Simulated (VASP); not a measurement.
Set up this calculation in VASP 6.6.1, as the native input.

| Item | Value |
| --- | --- |
| Task | relaxation of cell and atoms |
| Functional | PBEsol |
| Potentials or basis | VASP PAW PBE potentials, release 64 (Hg_sv_GW) |
| Cutoff | 500 eV |
| k mesh | 6 × 6 × 4 |
| Occupations | gaussian, width 0.1 eV |
| Spin | no spin polarisation |
| Dipole correction | no |
| Further INCAR settings | ALGO = Normal; EDIFF = 1e-07; IBRION = 2; EDIFFG = -0.04; NSW = 90; ISIF = 3 |

The structure of Hg lies in POSCAR:

```
Hg
1.0
    4.6224968615      0.0000000000      0.0000000000
   -2.3112484308      4.0031997110      0.0000000000
    0.0000000000      0.0000000000      5.2443774268
Hg
3
Direct
    0.2254000000      0.0000000000      0.3333333333
    0.0000000000      0.2254000000      0.6666666667
    0.7746000000      0.7746000000      0.0000000000
```

One way to write it, as run:

INCAR

```
SYSTEM = Hg
ALGO = Normal
EDIFF = 1E-7
EDIFFG = -0.04
ENCUT = 500
GGA = PS
GGA_COMPAT = .FALSE.
IBRION = 2
ISIF = 3
ISMEAR = 0
LASPH = .TRUE.
LCHARG = .FALSE.
LREAL = .FALSE.
LWAVE = .FALSE.
NELM = 120
NELMIN = 4
NSW = 90
PREC = Accurate
SIGMA = 0.1
```

KPOINTS

```
k-points
0
G
  6 6 4
  0 0 0
```

Potentials or basis: VASP PAW PBE potentials, release 64 (Hg_sv_GW).

Command:

```console
$ cat potpaw_PBE.64/Hg_sv_GW/POTCAR > POTCAR
$ mpirun -np 1 vasp_std > vasp.out
```

It gave:

- Relaxed volume: 25.40 Å³/atom
- Relaxed cell: a = 4.204 Å, b = 4.204 Å, c = 4.978 Å, α = 90.00°, β = 90.00°, γ = 120.00°
- Space group after relaxing (to 0.1 Å): R-3m (No. 166)
- Pressure after relaxing: 0.0 GPa
- Band gap on the k mesh: zero (bands 30 and 31 overlap by 6.69 eV)

Caveat: the volume moved by over 15 % at a fixed basis, so the end points are rough; the PAW data sets were made with another functional, which shifts forces and pressure a little; spin-orbit coupling is left out, which moves the levels of the heavy elements.

Wall time 30 min on 1 thread of Intel(R) Xeon(R) 6975P-C (Granite Rapids), with other jobs on the host, peak memory 0.28 GiB.
